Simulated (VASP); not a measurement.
# Ag (P1) in VASP: relaxation of cell and atoms with PBE

Aim: the relaxation of cell and atoms of Ag with PBE.

Program: VASP 6.6.1. These are calculated values, not measurements. Logs are shortened: lines on timing, memory, paths and dates and some standing lists are left out, and cuts for length are marked.

## (1) The cell of the first run

The typed cell holds 4 atoms: a = 2.875 Å, b = 5.209 Å, c = 4.984 Å, α = 109.97°, β = 90.96°, γ = 89.99°.

## (2) Relaxation of cell and atoms, PBE

INCAR reads:

```
  ALGO = Fast
  EDIFF = 1E-6
  EDIFFG = -0.025
  ENCUT = 600
  GGA = PE
  IBRION = 2
  ISIF = 3
  ISMEAR = 0
  LASPH = T
  LCHARG = F
  LREAL = F
  LWAVE = F
  NELM = 100
  NSW = 80
  PREC = Accurate
  SIGMA = 0.2
```

KPOINTS reads:

```
k-points
0
Gamma
  8 4 4
```

POSCAR reads:

```
Ag
1.0
   -1.4167283076      1.4378304404      2.0477645617
    1.4882980425      4.5112836149     -2.1369861288
   -4.2945272097     -1.5094001753     -2.0285185917
Ag
4
Direct
   -0.0183563464     -0.0093533077      0.0406101730
    0.4943009513      0.5034500148      0.9580358107
    0.0606685534      0.5045226148      0.4750653720
    0.4633868418      1.0013806781      0.5262886444
```

Potentials or basis: VASP PAW PBE potentials, release 64 (Ag).

Launch:

```sh
$ cat potpaw_PBE.64/Ag/POTCAR > POTCAR
$ mpirun -np 1 vasp_std > vasp.out
```

OUTCAR:

```text
EDIFF = 1E-6
   EDIFFG = -0.025
   ENCUT = 600
   GGA = PE
   IBRION = 2
   ISIF = 3
   ISMEAR = 0
   LASPH = T
   LREAL = F
   NELM = 100
   NSW = 80
   PREC = Accurate

 ion  position               nearest neighbor table
   1  0.982  0.991  0.041-   4 2.75   2 2.80   3 2.82   2 2.84   4 2.85   4 2.95   4 2.96   3 3.09
                             2 3.16   2 3.20
   2  0.494  0.503  0.958-   3 2.69   4 2.76   1 2.80   1 2.84   3 2.88   3 2.93   3 3.02   4 3.12
                             1 3.16   1 3.20
   3  0.061  0.505  0.475-   2 2.69   4 2.76   1 2.82   2 2.88   2 2.93   4 2.95   2 3.02   4 3.05
                             1 3.09   4 3.22
   4  0.463  0.001  0.526-   1 2.75   2 2.76   3 2.76   1 2.85   1 2.95   3 2.95   1 2.96   3 3.05
                             2 3.12   3 3.22

  LATTYP: Found a triclinic cell.
 ALAT       =     4.9835871138
 B/A-ratio  =     1.0452260368
 C/A-ratio  =     0.5769701239
 COS(alpha) =     0.0001270199
 COS(beta)  =     0.0167492378
 COS(gamma) =     0.3415317461

  Lattice vectors:

 A1 = (   4.2945272097,   1.5094001753,   2.0285185917)
 A2 = (   1.4882980425,   4.5112836149,  -2.1369861288)
 A3 = (  -1.4167283076,   1.4378304404,   2.0477645617)

Analysis of symmetry for initial positions (statically):
=====================================================================
 Subroutine PRICEL returns:
 Original cell was already a primitive cell.

 Routine SETGRP: Setting up the symmetry group for a
 triclinic supercell.

 Subroutine GETGRP returns: Found  1 space group operations
 (whereof  1 operations were pure point group operations)
 out of a pool of  2 trial point group operations.

The static configuration has the point symmetry C_1 .

Analysis of symmetry for dynamics (positions and initial velocities):
=====================================================================
 Subroutine PRICEL returns:
 Original cell was already a primitive cell.

 Routine SETGRP: Setting up the symmetry group for a
 triclinic supercell.

 Subroutine GETGRP returns: Found  1 space group operations
 (whereof  1 operations were pure point group operations)
 out of a pool of  2 trial point group operations.

The dynamic configuration has the point symmetry C_1 .

 Subroutine INISYM returns: Found  1 space group operations
 (whereof  1 operations are pure point group operations),
 and found     1 'primitive' translations

----------------------------------------------------------------------------------------

                                     Primitive cell

  volume of cell :      70.1438

  direct lattice vectors                    reciprocal lattice vectors
    -1.416728308  1.437830440  2.047764562    -0.176448932  0.173877005  0.244175606
     1.488298043  4.511283615 -2.136986129    -0.002483905  0.166344688 -0.118516786
    -4.294527210 -1.509400175 -2.028518592    -0.175506303  0.000287342 -0.121624283

  length of vectors
     2.875380874  5.208975008  4.983587114     0.347834968  0.204261972  0.213529884

  position of ions in fractional coordinates (direct lattice)
     0.981643654  0.990646692  0.040610173
     0.494300951  0.503450015  0.958035811
     0.060668553  0.504522615  0.475065372
     0.463386842  0.001380678  0.526288644

  ion indices of the primitive-cell ions
   primitive index   ion index
                 1           1
                 2           2
                 3           3
                 4           4

----------------------------------------------------------------------------------------

 KPOINTS: k-points

Automatic generation of k-mesh.
 Grid dimensions read from file:
 generate k-points for:    8    4    4

 Generating k-lattice:

  Cartesian coordinates                     Fractional coordinates (reciprocal lattice)
    -0.022056116  0.021734626  0.030521951     0.125000000  0.000000000  0.000000000
    -0.000620976  0.041586172 -0.029629196     0.000000000  0.250000000 -0.000000000
    -0.043876576  0.000071836 -0.030406071     0.000000000 -0.000000000  0.250000000

  Length of vectors
     0.043479371  0.051065493  0.053382471

  Shift w.r.t. Gamma in fractional coordinates (k-lattice)
     0.000000000  0.000000000  0.000000000

 Subroutine IBZKPT returns following result:
 ===========================================

 Found     68 irreducible k-points:

 Following reciprocal coordinates:
            Coordinates               Weight
  0.000000  0.000000  0.000000      1.000000
  0.125000  0.000000 -0.000000      2.000000
  0.250000  0.000000 -0.000000      2.000000
  0.375000  0.000000  0.000000      2.000000
  0.500000  0.000000 -0.000000      1.000000
  0.000000  0.250000  0.000000      2.000000
[... 16 lines left out ...]
  0.500000  0.000000  0.250000      2.000000
 -0.375000 -0.000000  0.250000      2.000000
 [... further k-points ...]
   k-points           NKPTS =     68   k-points in BZ     NKDIM =     68   number of bands    NBANDS=     26
   number of dos      NEDOS =    301   number of ions     NIONS =      4
   total plane-waves  NPLWV =  40320
   dimension x,y,z NGX =    24 NGY =   42 NGZ =   40
   dimension x,y,z NGXF=    48 NGYF=   84 NGZF=   80
   ions per type =               4
   NGX,Y,Z   is equivalent  to a cutoff of  13.88, 13.40, 13.34 a.u.
   NGXF,Y,Z  is equivalent  to a cutoff of  27.75, 26.81, 26.69 a.u.
 SYSTEM =  unknown system
   PREC   = accura    normal or accurate (medium, high low for compatibility)
   ISTART =      0    job   : 0-new  1-cont  2-samecut
   ICHARG =      2    charge: 1-file 2-atom 10-const
   ISPIN  =      1    spin polarized calculation?
   LNONCOLLINEAR =      F non collinear calculations
   LSORBIT =      F    spin-orbit coupling
   LASPH  =      T    aspherical Exc in radial PAW
   ENCUT  =  600.0 eV  44.10 Ry    6.64 a.u.   5.74 10.40  9.95*2*pi/ulx,y,z
   NELM   =    100;   NELMIN=  2; NELMDL= -5     # of ELM steps
   EDIFF  = 0.1E-05   stopping-criterion for ELM
   LREAL  =      F    real-space projection
   EDIFFG = -.3E-01   stopping-criterion for IOM
   NSW    =     80    number of steps for IOM
   IBRION =      2    ionic relax: 0-MD 1-quasi-New 2-CG
   NFREE  =      1    steps in history (QN), initial steepest desc. (CG)
   ISIF   =      3    stress and relaxation
   ISYM   =      2    0-nonsym 1-usesym 2-fastsym
   POTIM  = 0.5000    time-step for ionic-motion
   TEBEG  =    0.0;   TEEND  =   0.0 temperature during run
   PSTRESS=    0.0 pullay stress
   NELECT =      44.0000    total number of electrons
   NUPDOWN=      -1.0000    fix difference up-down
   EMIN   =  10.00;   EMAX   =-10.00  energy-range for DOS
   EFERMI =   0.00;   METHOD = LEGACY
   ISMEAR =     0;   SIGMA  =   0.20  broadening in eV -4-tet -1-fermi 0-gaus
   EFERMI_NEDOS =   21; number of points for ismear=-14 and -15
   IALGO  =     68    algorithm
   IMIX   =      4    mixing-type and parameters
     AMIX     =   0.40;   BMIX     =  1.00
     AMIX_MAG =   1.60;   BMIX_MAG =  1.00
  volume/ion in A,a.u.               =      17.54       118.34
  Fermi-wavevector in a.u.,A,eV,Ry     =   1.401402  2.648266 26.720856  1.963928
  Thomas-Fermi vector in A             =   2.524267
   LORBIT       =      0    0 simple, 1 ext, 2 COOP (PROOUT), +10 PAW based schemes
   GGA     = PE    functional components
   LHFCALC =     F    Hartree Fock is set to
   AEXX    =    0.0000 exact exchange contribution
   IVDW    =     0    specifies the selected vdW correction
   LEPSILON=     F    determine dielectric tensor
   LRPA    =     F    only Hartree local field effects (RPA)
 conjugate gradient relaxation of ions
 non-spin polarized calculation
 RMM-DIIS sequential band-by-band and
 Gauss-broadening in eV      SIGMA  =   0.20
  energy-cutoff  :      600.00
  volume of cell :       70.14
 maximum number of plane-waves:      2360
   NGX = 11   NGY = 21   NGZ = 19

--------------------------------------- Ionic step        1  -------------------------------------------

 number of electron      44.0000000 magnetization

 Free energy of the ion-electron system (eV)
  ---------------------------------------------------
  ext. energy  EPLUGINS =         0.00000000
  ---------------------------------------------------
  free energy    TOTEN  =       -10.63165123 eV

  energy without entropy =      -10.61073411  energy(sigma->0) =      -10.62119267

------------------------ aborting loop because EDIFF is reached ----------------------------------------

  FORCE on cell =-STRESS in cart. coord.  units (eV):
  Direction    XX          YY          ZZ          XY          YZ          ZX
  --------------------------------------------------------------------------------------
  -------------------------------------------------------------------------------------
  Total        2.5565667      1.3016271      1.1963506     -0.6610211      0.1152084      0.2517291
  in kB       58.3954127     29.7309085     27.3262531    -15.0986086      2.6315148      5.7498303
  external PRESSURE =      38.4841914 kB  Pullay stress =       0.0000000 kB
[... 95 lines left out ...]
  FREE ENERGIE OF THE ION-ELECTRON SYSTEM (eV)
  ---------------------------------------------------
  free  energy   TOTEN  =       -10.7295265615 eV

  energy  without entropy=      -10.7097520529  energy(sigma->0) =      -10.71963931

[... ionic steps 4 to 14 ...]

--------------------------------------- Ionic step       15  -------------------------------------------

 number of electron      43.9999994 magnetization

------------------------ aborting loop because EDIFF is reached ----------------------------------------
[... 71 lines left out ...]
--------------------------------------- Ionic step       17  -------------------------------------------

 number of electron      43.9999995 magnetization

 Free energy of the ion-electron system (eV)
  ---------------------------------------------------
  ext. energy  EPLUGINS =         0.00000000
  ---------------------------------------------------
  free energy    TOTEN  =       -10.88528669 eV

  energy without entropy =      -10.86179146  energy(sigma->0) =      -10.87353908

 E-fermi :   7.6972     XC(G=0): -11.9253

 val. band max:        7.6656796413   @ k =   0.2500   0.5000   0.5000
 cond. band min:       7.7151227933   @ k =   0.5000   0.2500   0.2500
 fundamental gap:      0.0494431521
 Fermi energy:         7.6972151741

 k-point     1 :       0.0000    0.0000    0.0000
  band No.  band energies     occupation
      1       0.3625      2.00000
      2       1.6548      2.00000
      3       1.6810      2.00000
      4       1.6812      2.00000
      5       1.7820      2.00000
      6       2.9781      2.00000
[... 685 lines left out ...]
     25      12.9323      0.00000
     26      13.3002      0.00000

 [... further k-points ...]

------------------------ aborting loop because EDIFF is reached ----------------------------------------

  FORCE on cell =-STRESS in cart. coord.  units (eV):
  Direction    XX          YY          ZZ          XY          YZ          ZX
  --------------------------------------------------------------------------------------
  -------------------------------------------------------------------------------------
  Total        0.0112485      0.0198444     -0.0581821      0.0162106     -0.0035045     -0.0137085
  in kB        0.2519395      0.4444656     -1.3031380      0.3630782     -0.0784930     -0.3070364
  external PRESSURE =      -0.2022443 kB  Pullay stress =       0.0000000 kB
[... 19 lines left out ...]
  FREE ENERGIE OF THE ION-ELECTRON SYSTEM (eV)
  ---------------------------------------------------
  free  energy   TOTEN  =       -10.8852866947 eV

  energy  without entropy=      -10.8617914597  energy(sigma->0) =      -10.87353908

 reached required accuracy - stopping structural energy minimisation
```

Wall time 8.5 min (1 thread of Intel Xeon 6975P-C (Granite Rapids), shared host); peak memory 0.27 GiB.

Results:

```
Free energy                            : -10.8853 eV
Relaxed volume                         : 17.88 Å³/atom
Relaxed cell                           : a = 2.987 Å, b = 4.987 Å, c = 4.988 Å, α = 105.62°, β = 90.11°, γ = 90.09°
Space group after relaxing (to 0.05 Å) : I4/mmm (No. 139)
Energy gained by relaxing              : 63.4 meV/atom
Ionic steps                            : 17
Pressure after relaxing                : 0.0 GPa
Largest force after relaxing           : 0.022 eV/Å
Band gap on the k mesh                 : zero (band 22 reaches 10.01 eV, above the bottom of band 23 at 5.70 eV)
```

Forces on the atoms (eV/Å):
```
Ag   0.006 -0.021 -0.005
Ag  -0.001  0.006 -0.004
Ag  -0.012  0.003  0.002
Ag   0.007  0.012  0.007
```

The path:
| step | energy change (eV) | largest force (eV/Å) | pressure (GPa) | volume (Å³) |
| --- | --- | --- | --- | --- |
| 1 | 0.0000 | 0.9036 | 3.85 | 70.14 |
| 2 | -0.0975 | 0.3843 | -2.27 | 74.50 |
| 3 | -0.0979 | 0.4060 | -1.90 | 74.21 |
| 4 | -0.1464 | 0.3314 | -1.00 | 73.02 |
| 5 | -0.1786 | 0.4284 | 0.97 | 71.22 |
| 6 | -0.2017 | 0.3166 | -0.20 | 71.96 |
| 7 | -0.2107 | 0.2229 | -1.13 | 72.71 |
| 8 | -0.2291 | 0.1564 | 0.09 | 71.58 |
| 9 | -0.2319 | 0.1760 | 0.84 | 71.00 |
| 10 | -0.2440 | 0.1695 | 0.06 | 71.54 |
| 11 | -0.2456 | 0.1818 | -0.26 | 71.80 |
| 12 | -0.2511 | 0.1050 | 0.02 | 71.49 |
| 13 | -0.2524 | 0.0611 | 0.27 | 71.29 |
| 14 | -0.2524 | 0.0513 | 0.32 | 71.25 |
| 15 | -0.2530 | 0.0295 | -0.40 | 71.83 |
| 16 | -0.2532 | 0.0376 | -0.17 | 71.63 |
| 17 | -0.2536 | 0.0224 | -0.02 | 71.53 |

Final structure:
```yaml
crystal:
  lattice:
    - [-1.49122, 1.49020, 2.11538]
    - [1.30142, 4.31533, -2.13310]
    - [-4.31418, -1.30650, -2.13489]
  atoms:
    - { symbol: Ag, position: [0.00198, 0.00099, 0.00101] }
    - { symbol: Ag, position: [0.50030, 0.50040, 0.99905] }
    - { symbol: Ag, position: [0.99840, 0.49933, 0.49889] }
    - { symbol: Ag, position: [0.49932, 0.99929, 0.50104] }
```
